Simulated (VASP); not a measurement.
# Fe (Fm-3m) in VASP: a series of runs, part 3 of 3

VASP 6.6.1. The steps go on from the part before.

## Step 4: Single point, PBEsol, collinear spin, antiferromagnetic start

Input file INCAR:

```
SYSTEM = Fe
PREC = Accurate
ENCUT = 600
EDIFF = 1E-6
ISMEAR = -1
SIGMA = 0.1
LREAL = .False.
LASPH = .True.
NELM = 200
ALGO = Normal
ISIF = 2
LWAVE = .False.
LCHARG = .False.
ISPIN = 2
MAGMOM = 4 -4
LORBIT = 11
LMAXMIX = 4
GGA = PS
NBANDS = 19
ISYM = 0
GGA_COMPAT = .False.
```

Input file KPOINTS:

```
regular mesh
0
Gamma
  6 11 11
  0 0 0
```

Input file POSCAR:

```
Fe
1.0
    0.0000000000      3.5310000000      3.5310000000
    1.7655000000      0.0000000000      1.7655000000
    1.7655000000      1.7655000000      0.0000000000
Fe
2
Direct
    0.0000000000      0.0000000000      0.0000000000
    0.5000000000      0.0000000000      0.0000000000
```

Potentials or basis: VASP PAW PBE potentials, release 64 (Fe).

Started as:

```console
> cat potpaw_PBE.64/Fe/POTCAR > POTCAR
> mpirun -np 1 vasp_std > vasp.out
```

OUTCAR:

```text
SYSTEM = Fe
   PREC = Accurate
   ENCUT = 600
   EDIFF = 1E-6
   ISMEAR = -1
   LREAL = .False.
   LASPH = .True.
   NELM = 200
   ISIF = 2
   ISPIN = 2
   LORBIT = 11
   GGA = PS
   ISYM = 0

 ion  position               nearest neighbor table
   1  0.000  0.000  0.000-   2 2.50   2 2.50   2 2.50   2 2.50   2 2.50   2 2.50
   2  0.500  0.000  0.000-   1 2.50   1 2.50   1 2.50   1 2.50   1 2.50   1 2.50

IMPORTANT INFORMATION: All symmetrisations will be switched off!
NOSYMM: (Re-)initialisation of all symmetry stuff for point group C_1.

----------------------------------------------------------------------------------------

                                     Primitive cell

  volume of cell :      22.0122

  direct lattice vectors                    reciprocal lattice vectors
     0.000000000  3.531000000  3.531000000    -0.141602945  0.141602945  0.141602945
     1.765500000  0.000000000  1.765500000     0.283205891 -0.283205891  0.283205891
     1.765500000  1.765500000  0.000000000     0.283205891  0.283205891 -0.283205891

  length of vectors
     4.993588089  2.496794044  2.496794044     0.245263496  0.490526992  0.490526992

  position of ions in fractional coordinates (direct lattice)
     0.000000000  0.000000000  0.000000000
     0.500000000  0.000000000  0.000000000

  ion indices of the primitive-cell ions
   primitive index   ion index
                 1           1
                 2           2

----------------------------------------------------------------------------------------

 KPOINTS: regular mesh

Automatic generation of k-mesh.
 Grid dimensions read from file:
 generate k-points for:    6   11   11

 Generating k-lattice:

  Cartesian coordinates                     Fractional coordinates (reciprocal lattice)
    -0.023600491  0.023600491  0.023600491     0.166666667  0.000000000  0.000000000
     0.025745990 -0.025745990  0.025745990     0.000000000  0.090909091  0.000000000
     0.025745990  0.025745990 -0.025745990     0.000000000  0.000000000  0.090909091
[... 122 lines left out ...]
  ext. energy  EPLUGINS =         0.00000000
  ---------------------------------------------------
  free energy    TOTEN  =       -17.59965748 eV

  energy without entropy =      -17.47667066  energy(sigma->0) =      -17.53816407

 E-fermi :   6.0165     XC(G=0): -13.4917

 val. band max:        6.0153491877   @ k =   0.0000   0.0000   0.0000
 cond. band min:       6.0176148106   @ k =   0.5000  -0.0909   0.2727
 fundamental gap:      0.0022656229
 Fermi energy:         6.0164722104

 spin component 1

 k-point     1 :       0.0000    0.0000    0.0000
  band No.  band energies     occupation
      1      -2.6010      1.00000
      2       1.3682      1.00000
      3       4.0311      1.00000
      4       4.0311      1.00000
      5       4.4550      1.00000
      6       4.5457      1.00000
[... 517 lines left out ...]
     18      28.0301      0.00000
     19      29.0697      0.00000

 [... further k-points ...]

 spin component 2

 k-point     1 :       0.0000    0.0000    0.0000
  band No.  band energies     occupation
      1      -2.6010      1.00000
      2       1.3681      1.00000
      3       4.0311      1.00000
      4       4.0311      1.00000
      5       4.4550      1.00000
      6       4.5457      1.00000
[... 517 lines left out ...]
     18      28.0301      0.00000
     19      29.0697      0.00000

 [... further k-points ...]

------------------------ aborting loop because EDIFF is reached ----------------------------------------

  FORCE on cell =-STRESS in cart. coord.  units (eV):
  Direction    XX          YY          ZZ          XY          YZ          ZX
  --------------------------------------------------------------------------------------
  -------------------------------------------------------------------------------------
  Total       -2.5067042     -2.4694715     -2.4694662     -0.3376367      0.3426326     -0.3376398
  in kB     -182.4527934   -179.7427749   -179.7423899    -24.5751981     24.9388332    -24.5754234
  external PRESSURE =    -180.6459860 kB  Pullay stress =       0.0000000 kB

 VOLUME and BASIS-vectors are now :
 -----------------------------------------------------------------------------
  energy-cutoff  :      600.00
  volume of cell :       22.01
      direct lattice vectors                 reciprocal lattice vectors
     0.000000000  3.531000000  3.531000000    -0.141602945  0.141602945  0.141602945
     1.765500000  0.000000000  1.765500000     0.283205891 -0.283205891  0.283205891
     1.765500000  1.765500000  0.000000000     0.283205891  0.283205891 -0.283205891

 POSITION                                       TOTAL-FORCE (eV/Angst)
 -----------------------------------------------------------------------------------
      0.00000      0.00000      0.00000        -0.000000     -0.000001      0.000000
      0.00000      1.76550      1.76550         0.000000      0.000001     -0.000000
 -----------------------------------------------------------------------------------
    total drift:                               -0.000000     -0.000001     -0.000000

  FREE ENERGIE OF THE ION-ELECTRON SYSTEM (eV)
  ---------------------------------------------------
  free  energy   TOTEN  =       -17.5996574784 eV

  energy  without entropy=      -17.4766706644  energy(sigma->0) =      -17.53816407

 total charge

# of ion       s       p       d       tot
------------------------------------------
    1        0.507   0.572   6.254   7.333
    2        0.507   0.572   6.254   7.333
--------------------------------------------------
tot          1.014   1.144  12.508  14.665

 magnetization (x)

# of ion       s       p       d       tot
------------------------------------------
    1        0.004   0.014   1.267   1.285
    2       -0.004  -0.014  -1.267  -1.285
--------------------------------------------------
tot         -0.000   0.000  -0.000  -0.000
```

OSZICAR:

```text
N       E                     dE             d eps       ncg     rms          rms(c)
DAV:   1     0.813705504074E+02    0.81371E+02   -0.78091E+03 29944   0.123E+03
DAV:   2    -0.159948684868E+02   -0.97365E+02   -0.85428E+02 27802   0.216E+02
DAV:   3    -0.199020030010E+02   -0.39071E+01   -0.36845E+01 30396   0.554E+01
DAV:   4    -0.199335072412E+02   -0.31504E-01   -0.31483E-01 31026   0.458E+00
DAV:   5    -0.199338419452E+02   -0.33470E-03   -0.33469E-03 30984   0.447E-01    0.198E+01
DAV:   6    -0.176757667995E+02    0.22581E+01   -0.69591E+00 30015   0.583E+01    0.754E+00
DAV:   7    -0.176051899510E+02    0.70577E-01   -0.80831E-01 34390   0.149E+01    0.486E+00
DAV:   8    -0.175982112311E+02    0.69787E-02   -0.18947E-02 35418   0.181E+00    0.150E+00
DAV:   9    -0.175952038614E+02    0.30074E-02   -0.13654E-02 45099   0.228E+00    0.892E-01
DAV:  10    -0.175983948972E+02   -0.31910E-02   -0.14290E-02 44926   0.209E+00    0.609E-01
DAV:  11    -0.175990704004E+02   -0.67550E-03   -0.58290E-03 41160   0.133E+00    0.567E-01
DAV:  12    -0.175992279881E+02   -0.15759E-03   -0.29348E-03 38462   0.844E-01    0.277E-01
DAV:  13    -0.175995426353E+02   -0.31465E-03   -0.10038E-03 43631   0.565E-01    0.701E-02
DAV:  14    -0.175996185377E+02   -0.75902E-04   -0.21935E-04 45153   0.208E-01    0.585E-02
DAV:  15    -0.175996413943E+02   -0.22857E-04   -0.45740E-05 46425   0.113E-01    0.367E-02
DAV:  16    -0.175996549421E+02   -0.13548E-04   -0.62150E-05 44484   0.136E-01    0.155E-02
DAV:  17    -0.175996572324E+02   -0.22904E-05   -0.19450E-05 38913   0.740E-02    0.276E-03
DAV:  18    -0.175996574784E+02   -0.24596E-06   -0.18831E-06 18292   0.107E-02
   1 F= -.17599657E+02 E0= -.17538164E+02  d E =-.122987E+00  mag=    -0.0000
```

stdout:

```text
POSCAR found type information on POSCAR Fe
 POSCAR found :  1 types and       2 ions
 scaLAPACK will be used
 -----------------------------------------------------------------------------
|                                                                             |
|                                                                             |
[... 21 lines left out ...]
|     Results are often still useful ...                                      |
|                                                                             |
 -----------------------------------------------------------------------------

 POSCAR, INCAR and KPOINTS ok, starting setup
 FFT: planning ... GRIDC
 FFT: planning ... GRID_SOFT
 FFT: planning ... GRID
 WAVECAR not read
 entering main loop
```

Wall time 2.7 min (1 thread of Intel Xeon 6975P-C (Granite Rapids), shared host); peak memory 0.36 GiB.

What came out:

| Item | Value |
| --- | --- |
| Free energy | -17.5997 eV |
| Pressure | -18.1 GPa |
| Band gap on the k mesh | zero (filled and empty bands overlap) |
| Net moment | 0.00 μB per cell |
| Site moments | Fe +1.28, -1.28 μB |
| Valence electrons inside the program's atomic spheres | Fe 7.33 |

Stress tensor (GPa, compression positive):
```
-18.25  -2.46  -2.46
 -2.46 -17.97   2.49
 -2.46   2.49 -17.97
```

Caveat: the cell stands under tension; the PAW data sets were made with another functional, which shifts forces and pressure a little.

## Step 5: Single point, PBEsol, collinear spin

Input file INCAR:

```
SYSTEM = Fe
ALGO = Normal
EDIFF = 1E-6
ENCUT = 600
GGA = PS
GGA_COMPAT = .FALSE.
ISIF = 2
ISMEAR = -1
ISPIN = 2
ISYM = 0
LASPH = .TRUE.
LCHARG = .FALSE.
LMAXMIX = 4
LORBIT = 11
LREAL = .FALSE.
LWAVE = .FALSE.
MAGMOM = 4 0
NBANDS = 19
NELM = 200
PREC = Accurate
SIGMA = 0.1
```

Input file KPOINTS:

```
k-points
0
G
  6 11 11
  0 0 0
```

POSCAR is that of step 4.

Started as:

```console
> cat potpaw_PBE.64/Fe/POTCAR > POTCAR
> mpirun -np 1 vasp_std > vasp.out
```

Wall time 8.3 min (1 thread of Intel Xeon Platinum 8259CL at 2.50GHz (Skylake/Cascade Lake), shared host); peak memory 0.37 GiB.

Results (log left out):

```yaml
Free_energy: -17.5997 eV
Pressure: -18.0 GPa
Band_gap_on_the_k_mesh: zero (filled and empty bands overlap)
Net_moment: 0.01 μB per cell
Site_moments: Fe +1.29, -1.28 μB
Valence_electrons_inside_the_program's_atomic_spheres: Fe 7.33
```

Stress tensor (GPa, compression positive):
```
-18.18  -2.46  -2.46
 -2.46 -17.91   2.50
 -2.46   2.50 -17.91
```

Levels at points of the mesh, in eV from the Fermi level:
Spin up:
| k point | band 4 | band 5 | band 6 | band 7 | band 8 | band 9 | band 10 | band 11 | band 12 | band 13 |
| --- | --- | --- | --- | --- | --- | --- | --- | --- | --- | --- |
| (0.00, 0.00, 0.00) | -1.99 | -1.56 | -1.47 | -1.47 | -0.13 | -0.13 | 0.00 | 1.12 | 1.12 | 7.52 |
| (0.50, 0.00, 0.00) | -1.84 | -1.84 | -1.66 | -0.80 | -0.80 | -0.69 | -0.69 | 0.71 | 0.71 | 15.29 |
Spin down:
```
           k point  band 6  band 7  band 8  band 9  band 10  band 11
(0.00, 0.00, 0.00)   -1.47   -1.47   -0.13   -0.13     0.00     1.12
(0.50, 0.00, 0.00)   -1.66   -0.80   -0.80   -0.69    -0.69     0.71
```

Caveat: the cell stands under tension; the PAW data sets were made with another functional, which shifts forces and pressure a little.

## Step 6: Single point, PBEsol, collinear spin, ferromagnetic start

Input file INCAR:

```
PREC = Accurate
ENCUT = 600
EDIFF = 1E-6
ISMEAR = -1
SIGMA = 0.1
LREAL = F
LASPH = T
NELM = 200
ALGO = Normal
ISIF = 2
LWAVE = F
LCHARG = F
ISPIN = 2
MAGMOM = 0.8 0.8
LORBIT = 11
LMAXMIX = 4
GGA = PS
ISYM = 0
NBANDS = 19
GGA_COMPAT = F
```

Input file KPOINTS:

```
Automatic mesh
0
Gamma
  6 11 11
```

POSCAR is that of step 5.

Potentials or basis: VASP PAW PBE potentials, release 64 (Fe).

Started as:

```console
> cat potpaw_PBE.64/Fe/POTCAR > POTCAR
> mpirun -np 1 vasp_std > vasp.out
```

Run time: 12 min. Hardware: 1 thread of Intel Xeon 8259CL, shared host; peak memory 0.36 GiB.

It converged, with:

```
Free energy                                           : -17.6028 eV
Pressure                                              : -17.7 GPa
Net moment                                            : 2.41 μB per cell
Site moments                                          : Fe +1.20 μB
Valence electrons inside the program's atomic spheres : Fe 7.33
```

Levels at points of the mesh, in eV from the Fermi level:
Spin up:
```csv
k point,band 6,band 7,band 8,band 9,band 10,band 11,band 12,band 13
"(0.00, 0.00, 0.00)",-1.95,-1.94,-0.87,-0.87,0.01,0.26,0.26,7.24
"(0.50, 0.00, 0.00)",-1.80,-1.80,-1.80,-0.65,-0.65,-0.64,-0.64,15.24
```
Spin down:
```tsv
k point	band 3	band 4	band 5	band 6	band 7	band 8	band 9	band 10	band 11	band 12
(0.00, 0.00, 0.00)	-1.00	-1.00	-1.00	-0.93	-0.93	0.15	0.77	0.77	1.59	1.59
(0.50, 0.00, 0.00)	-1.57	-1.57	-0.68	-0.68	-0.68	-0.68	0.80	0.80	0.81	0.81
```

Caveat: the cell stands under tension; the PAW data sets were made with another functional, which shifts forces and pressure a little.

## Step 7: Single point, PBEsol, collinear spin, ferromagnetic start

Edit INCAR of step 6 so:

```diff
@@ -13,3 +13,3 @@
 ISPIN = 2
-MAGMOM = 0.8 0.8
+MAGMOM = 2 2
 LORBIT = 11
```

KPOINTS is that of step 6.

POSCAR is that of step 6.

Started as:

```console
> cat potpaw_PBE.64/Fe/POTCAR > POTCAR
> mpirun -np 1 vasp_std > vasp.out
```

Wall time 7.8 min (1 thread of Intel Xeon 8259CL, shared host); peak memory 0.36 GiB.

It converged, with:

```yaml
Free_energy: -17.6028 eV
Pressure: -17.6 GPa
Net_moment: 2.41 μB per cell
Site_moments: Fe +1.20 μB
Valence_electrons_inside_the_program's_atomic_spheres: Fe 7.33
```

Levels at points of the mesh, in eV from the Fermi level:
Spin up:
| k point | band 7 | band 8 | band 9 | band 10 | band 11 | band 12 |
| --- | --- | --- | --- | --- | --- | --- |
| (0.00, 0.00, 0.00) | -1.94 | -0.87 | -0.87 | 0.01 | 0.26 | 0.26 |
| (0.50, 0.00, 0.00) | -1.80 | -1.80 | -0.65 | -0.65 | -0.64 | -0.64 |
Spin down:
| k point | band 5 | band 6 | band 7 | band 8 | band 9 | band 10 |
| --- | --- | --- | --- | --- | --- | --- |
| (0.00, 0.00, 0.00) | -1.00 | -0.93 | -0.93 | 0.15 | 0.77 | 0.77 |
| (0.50, 0.00, 0.00) | -0.68 | -0.68 | -0.68 | -0.68 | 0.80 | 0.80 |

Caveat: the cell stands under tension; the PAW data sets were made with another functional, which shifts forces and pressure a little.

## Step 8: Summary

```csv
spin,gap on the mesh (eV),pressure (GPa),moment (μB)
off,none,-26.7,-
"collinear, ferromagnetic start",none,-17.6,2.41
"collinear, antiferromagnetic start",none,-18.1,0.00
collinear,none,-18.0,0.01
```

Alike in all rows: task single point; level PBEsol; potentials or basis VASP PAW PBE potentials, release 64 (Fe); cell as given; k mesh 6 × 11 × 11; cutoff (eV) 600; smearing fermi-dirac 0.1 eV.

Caveats: the cell stands under tension; the PAW data sets were made with another functional, which shifts forces and pressure a little.

Total energies depend on the potentials used, so only differences within one code and one set of settings carry meaning.
